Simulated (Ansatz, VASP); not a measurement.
**Two plane-wave programs on ZrGe2Pd3**

```
CELL_PARAMETERS angstrom
5.08354 0.00000 0.00000
-2.54177 4.40247 0.00000
0.00000 0.00000 7.73093
ATOMIC_POSITIONS crystal
Zr 0.00000 0.00000 0.00000
Ge 0.00000 0.00000 0.65746
Ge 0.00000 0.00000 0.34254
Pd 0.50000 0.00000 0.50000
Pd 0.00000 0.50000 0.50000
Pd 0.50000 0.50000 0.50000
```

Alike in both runs: functional PBE; k mesh 4 × 4 × 3; occupations gaussian, width 0.2 eV; no spin polarisation.

Ansatz relaxed the structure, and its values are those at the end. VASP's run is a single point on that final structure, the one shown.

|  | VASP | Ansatz |
| --- | --- | --- |
| version | VASP 6.6.1 | Ansatz 0.2.0 |
| potentials or method | VASP PAW PBE potentials, release 64 (Zr_sv, Ge_d, Pd), cutoff 520 eV | scalar-relativistic, plane waves, PAW |
| valence electrons in the cell | 70 | 94 |

Ansatz gave:

| Item | Value |
| --- | --- |
| gap on the k mesh at the Fermi level (eV) | none |
| pressure (GPa) | 0.0 |
| rms of the force components (eV/Å) | 0.020 |

Question: Which values does VASP return?

Answer: gap on the k mesh at the Fermi level (eV): none; pressure (GPa): -0.1; rms of the force components (eV/Å): 0.024.

A gap of «none» marks a metal or a gap that the smearing closes. VASP's potentials hold 70 valence electrons a cell and Ansatz's 94, so a difference there can come from the potentials and not from the codes.
